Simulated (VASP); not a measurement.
A run of VASP 6.6.1 is set up as follows.

INCAR

```
  PREC = Accurate
  ENCUT = 520
  EDIFF = 1E-6
  ISMEAR = -1
  SIGMA = 0.1
  LREAL = F
  LASPH = T
  NELM = 60
  ALGO = Normal
  ISIF = 2
  LWAVE = F
  LCHARG = F
  GGA = B5
  ALDAX = 1.0
  AGGAX = 1.0
  AGGAC = 1.0
  ALDAC = 0.0
  NBANDS = 14
```

KPOINTS

```
Automatic mesh
0
Gamma
  7 7 11
```

File POSCAR:

```
Sb
1.0
    5.4792678223      0.0000000000      0.0000000000
   -2.7396339111      4.7451851283      0.0000000000
    0.0000000000      0.0000000000      3.2379975626
Sb
3
Direct
    0.0000000000      0.0000000000      1.0000000000
    0.3333333333      0.6666666667      0.5000000000
    0.6666666667      0.3333333333      0.5000000000
```

Potentials or basis: VASP PAW PBE potentials, release 64 (Sb).

Launch:

```console
$ cat potpaw_PBE.64/Sb/POTCAR > POTCAR
$ mpirun -np 1 vasp_std > vasp.out
```

(1) Estimate the pressure.

## Answers

(1) 4.4 GPa.

Caveat: the PAW data sets were made with another functional, which shifts forces and pressure a little.
